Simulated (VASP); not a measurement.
## Cd2S: relaxation of cell and atoms with PBE

Cd2S:

```xyz
3
Lattice="3.9627 0.0000 0.0000 -1.9813 3.4318 0.0000 0.0000 0.0000 5.8092" Properties=species:S:1:pos:R:3 pbc="T T T"
Cd    0.0000    2.2878    5.4183
Cd    1.9813    1.1439    3.3620
S     0.0000    2.2878    2.1245
```

```yaml
Program: VASP 6.6.1
Task: relaxation of cell and atoms
Functional: PBE
Potentials_or_basis: VASP PAW PBE potentials, release 64 (Cd, S)
Cutoff: 600 eV
k_mesh: 8 × 8 × 5
Occupations: fermi-dirac, width 0.05 eV
Spin: no spin polarisation
Target_pressure: 30 GPa
Dipole_correction: no
Further_INCAR_settings: ALGO = Normal; EDIFF = 1e-07; IBRION = 2; EDIFFG = -0.01; NSW = 60; ISIF = 3
```

| Property | Result |
| --- | --- |
| Relaxed volume | 17.59 Å³/atom |
| Relaxed cell | a = 3.201 Å, b = 3.201 Å, c = 5.944 Å, α = 90.00°, β = 90.00°, γ = 120.00° |
| Space group after relaxing (to 0.05 Å) | P3m1 (No. 156) |
| Energy change on relaxing (the enthalpy is what falls) | +608.6 meV/atom |
| Ionic steps | 22 |
| Pressure after relaxing | 30.0 GPa |
| Largest force after relaxing | 0.004 eV/Å |
| Band gap on the k mesh | zero (band 15 reaches 5.49 eV, above the bottom of band 16 at 4.25 eV) |

Forces on the atoms (eV/Å):
```
Cd   0.000  0.000  0.004
Cd   0.000  0.000 -0.004
S    0.000  0.000  0.000
```

Step by step:
```csv
step,energy change (eV),largest force (eV/Å),pressure (GPa),volume (Å³)
1,0.0000,0.0530,0.09,79.00
2,16.0151,7.2828,255.78,35.06
3,1.0665,1.3513,23.43,60.02
4,1.2840,1.5120,26.90,58.63
5,1.4860,1.6524,30.07,57.49
6,1.5197,1.5697,30.63,55.88
7,1.6341,1.7520,31.41,55.07
8,1.4389,1.0192,26.21,55.32
9,1.4394,1.0078,26.25,55.32
10,1.9541,0.8215,33.93,52.28
11,1.7972,0.6462,31.68,53.08
12,1.7921,0.4564,30.05,52.99
13,1.7791,0.1668,30.46,53.03
14,1.7178,0.0408,29.08,53.35
15,1.7381,0.0739,29.54,53.24
16,1.7681,0.0275,29.84,53.07
17,1.7857,0.0523,30.02,52.98
18,1.7997,0.0568,30.03,52.90
19,1.8439,0.0842,30.07,52.67
20,1.8260,0.0653,30.06,52.76
21,1.8258,0.0551,29.89,52.76
22,1.8258,0.0040,29.97,52.76
```

Final structure:
```yaml
crystal:
  lattice:
    - [3.20148, 0.00000, 0.00000]
    - [-1.60074, 2.77256, 0.00000]
    - [0.00000, 0.00000, 5.94388]
  atoms:
    - { symbol: Cd, position: [0.33333, 0.66667, 0.94253] }
    - { symbol: Cd, position: [0.66667, 0.33333, 0.60353] }
    - { symbol: S, position: [0.33333, 0.66667, 0.33110] }
```

Levels at points of the mesh, in eV from the Fermi level:
| k point | band 11 | band 12 | band 13 | band 14 | band 15 | band 16 | band 17 | band 18 | band 19 |
| --- | --- | --- | --- | --- | --- | --- | --- | --- | --- |
| (0.00, 0.00, 0.00) | -8.81 | -7.72 | -6.82 | 0.25 | 0.25 | 3.86 | 5.74 | 8.06 | 9.41 |
| (0.50, 0.00, 0.00) | -8.36 | -6.01 | -4.32 | -2.04 | -1.24 | -0.96 | 1.58 | 5.62 | 7.46 |

Wall time 9 min on 1 thread of Intel(R) Xeon(R) Platinum 8488C (Sapphire Rapids), with other jobs on the host, peak memory 0.27 GiB.

Caveat: the cell is relaxed towards a set pressure, so the enthalpy falls and the energy may rise; the volume moved by over 15 % at a fixed basis, so the end points are rough.
